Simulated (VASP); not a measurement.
# Sr (Fm-3m) in VASP: a series of runs, part 2 of 2

VASP 6.6.1. Earlier steps stand in the parts before.

## Step 5: Single point, r2SCAN (volume scaled by 1.08)

POSCAR reads:

```
Sr
1.0
    0.0000000000      3.1314212169      3.1314212169
    3.1314212169      0.0000000000      3.1314212169
    3.1314212169      3.1314212169      0.0000000000
Sr
1
Direct
    0.0000000000      0.0000000000      0.0000000000
```

INCAR.step1 reads:

```
SYSTEM = Sr
ALGO = Normal
EDIFF = 1E-4
ENCUT = 520
GGA = PE
ISMEAR = -1
LASPH = .TRUE.
LCHARG = .FALSE.
LREAL = .FALSE.
LWAVE = .TRUE.
NBANDS = 11
NELM = 100
PREC = Accurate
SIGMA = 0.1
```

INCAR.step2 reads:

```
SYSTEM = Sr
ALGO = Normal
EDIFF = 1E-6
ENCUT = 520
ISIF = 2
ISMEAR = -1
ISTART = 1
LASPH = .TRUE.
LCHARG = .TRUE.
LELF = .TRUE.
LMIXTAU = .TRUE.
LREAL = .FALSE.
LVHAR = .TRUE.
LWAVE = .FALSE.
METAGGA = R2SCAN
NBANDS = 11
NELM = 100
PREC = Accurate
SIGMA = 0.1
```

KPOINTS reads:

```
k-points
0
G
  15 15 15
  0 0 0
```

Potentials or basis: VASP PAW PBE potentials, release 64 (Sr_sv).

Launch:

```bash
$ cat potpaw_PBE.64/Sr_sv/POTCAR > POTCAR
$ cp INCAR.step1 INCAR
$ mpirun -np 1 vasp_std > vasp.out
$ cp INCAR.step2 INCAR
$ mpirun -np 1 vasp_std > vasp.out
```

OUTCAR:

```text
SYSTEM = Sr
   EDIFF = 1E-6
   ENCUT = 520
   ISIF = 2
   ISMEAR = -1
   ISTART = 1
   LASPH = .TRUE.
   LREAL = .FALSE.
   METAGGA = R2SCAN
   NELM = 100
   PREC = Accurate

 ion  position               nearest neighbor table
   1  0.000  0.000  0.000-

  LATTYP: Found a face centered cubic cell.
 ALAT       =     6.2628424338

  Lattice vectors:

 A1 = (   0.0000000000,   3.1314212169,   3.1314212169)
 A2 = (   3.1314212169,   0.0000000000,   3.1314212169)
 A3 = (   3.1314212169,   3.1314212169,   0.0000000000)

Analysis of symmetry for initial positions (statically):
[... 505 lines left out ...]
      4     -18.2912      2.00000
      5      -1.8265      2.00000
      6       3.0561      0.00000
      7       4.0010      0.00000
      8       4.0612      0.00000
      9       4.4222      0.00000
     10       5.3976      0.00000
     11       9.3934      0.00000

 [... further k-points ...]
[... 5 lines left out ...]
  --------------------------------------------------------------------------------------
  -------------------------------------------------------------------------------------
  Total       -0.3111320     -0.3111320     -0.3111320     -0.0000000      0.0000000      0.0000000
  in kB       -8.1170985     -8.1170985     -8.1170985     -0.0000000      0.0000000      0.0000000
  external PRESSURE =      -8.1170985 kB  Pullay stress =       0.0000000 kB

 VOLUME and BASIS-vectors are now :
 -----------------------------------------------------------------------------
  energy-cutoff  :      520.00
  volume of cell :       61.41
      direct lattice vectors                 reciprocal lattice vectors
     0.000000000  3.131421217  3.131421217    -0.159671908  0.159671908  0.159671908
     3.131421217  0.000000000  3.131421217     0.159671908 -0.159671908  0.159671908
     3.131421217  3.131421217  0.000000000     0.159671908  0.159671908 -0.159671908

 POSITION                                       TOTAL-FORCE (eV/Angst)
 -----------------------------------------------------------------------------------
      0.00000      0.00000      0.00000         0.000000      0.000000      0.000000
 -----------------------------------------------------------------------------------
    total drift:                               -0.000000      0.000000      0.000000

  FREE ENERGIE OF THE ION-ELECTRON SYSTEM (eV)
  ---------------------------------------------------
  free  energy   TOTEN  =       -15.1091833299 eV

  energy  without entropy=      -15.0669763477  energy(sigma->0) =      -15.08807984
```

OSZICAR.step1:

```text
N       E                     dE             d eps       ncg     rms          rms(c)
DAV:   1     0.350829310161E+02    0.35083E+02   -0.45904E+03  2640   0.768E+02
DAV:   2     0.866716353938E-01   -0.34996E+02   -0.34367E+02  3080   0.147E+02
DAV:   3    -0.155225088727E+01   -0.16389E+01   -0.16171E+01  3930   0.234E+01
DAV:   4    -0.162925199722E+01   -0.77001E-01   -0.76741E-01  3472   0.460E+00
DAV:   5    -0.163049797458E+01   -0.12460E-02   -0.12459E-02  3701   0.510E-01    0.105E+01
DAV:   6    -0.163421650516E+01   -0.37185E-02   -0.73088E-03  3103   0.963E-01    0.586E+00
DAV:   7    -0.163658285088E+01   -0.23663E-02   -0.12509E-02  2911   0.126E+00    0.301E-01
DAV:   8    -0.163659115679E+01   -0.83059E-05   -0.15108E-03  3965   0.238E-01    0.701E-02
DAV:   9    -0.163661767820E+01   -0.26521E-04   -0.38353E-05  1947   0.454E-02
   1 F= -.16366177E+01 E0= -.16141322E+01  d E =-.449709E-01
```

It took 4.6 min on 1 thread of Intel Xeon 6975P-C, shared host; peak memory 0.26 GiB.

Results:

- Free energy: -15.1092 eV
- Pressure: -0.8 GPa
- Band gap on the k mesh: zero (band 5 reaches 1.38 eV, above the bottom of band 6 at 1.10 eV)

Levels at points of the mesh, in eV from the Fermi level:
```tsv
k point	band 2	band 3	band 4	band 5	band 6	band 7	band 8	band 9
(0.00, 0.00, 0.00)	-19.49	-19.49	-19.49	-3.64	2.60	2.60	2.60	3.99
```

Caveat: the PAW data sets were made with another functional, which shifts forces and pressure a little.

## Step 6: Single point, r2SCAN (volume scaled by 1.12)

POSCAR reads:

```
Sr
1.0
    0.0000000000      3.1696130446      3.1696130446
    3.1696130446      0.0000000000      3.1696130446
    3.1696130446      3.1696130446      0.0000000000
Sr
1
Direct
    0.0000000000      0.0000000000      0.0000000000
```

INCAR.step1 reads:

```
  PREC = Accurate
  ENCUT = 520
  ISMEAR = -1
  SIGMA = 0.1
  LREAL = False
  LASPH = True
  NELM = 60
  NBANDS = 11
  GGA = PE
  ALGO = Normal
  EDIFF = 1E-4
  LWAVE = True
  LCHARG = False
```

INCAR.step2 reads:

```
  PREC = Accurate
  ENCUT = 520
  EDIFF = 1E-6
  ISMEAR = -1
  SIGMA = 0.1
  LREAL = False
  LASPH = True
  NELM = 60
  ALGO = Normal
  ISIF = 2
  LWAVE = False
  LCHARG = False
  METAGGA = R2SCAN
  LMIXTAU = True
  NBANDS = 11
  ISTART = 1
```

KPOINTS reads:

```
regular mesh
0
Gamma
  15 15 15
```

Potentials or basis: VASP PAW PBE potentials, release 64 (Sr_sv).

Launch:

```bash
$ cat potpaw_PBE.64/Sr_sv/POTCAR > POTCAR
$ cp INCAR.step1 INCAR
$ mpirun -np 1 vasp_std > vasp.out
$ cp INCAR.step2 INCAR
$ mpirun -np 1 vasp_std > vasp.out
```

Run time: 4.9 min. Hardware: 1 thread of Intel Xeon 6975P-C, shared host; peak memory 0.26 GiB.

The run converged. Its results:

```
Free energy            : -15.0954 eV
Pressure               : -1.1 GPa
Band gap on the k mesh : zero (band 5 reaches 1.29 eV, above the bottom of band 6 at 0.96 eV)
```

Levels at points of the mesh, in eV from the Fermi level:
```csv
k point,band 2,band 3,band 4,band 5,band 6,band 7,band 8,band 9
"(0.00, 0.00, 0.00)",-19.57,-19.57,-19.57,-3.58,2.56,2.56,2.56,3.90
```

Caveat: the PAW data sets were made with another functional, which shifts forces and pressure a little.

## Step 7: Summary

| cell | gap on the mesh (eV) | pressure (GPa) |
| --- | --- | --- |
| a = 4.258 Å, angles 60.0°, 1 atom | none | 0.5 |
| a = 4.316 Å, angles 60.0°, 1 atom | none | 0.0 |
| a = 4.373 Å, angles 60.0°, 1 atom | none | -0.4 |
| a = 4.428 Å, angles 60.0°, 1 atom | none | -0.8 |
| a = 4.483 Å, angles 60.0°, 1 atom | none | -1.1 |

Alike in all rows: task single point; level r2SCAN; potentials or basis VASP PAW PBE potentials, release 64 (Sr_sv); no spin polarisation; k mesh 15 × 15 × 15; cutoff (eV) 520; smearing fermi-dirac 0.1 eV.

Caveats: the PAW data sets were made with another functional, which shifts forces and pressure a little.

Total energies depend on the potentials used, so only differences within one code and one set of settings carry meaning.
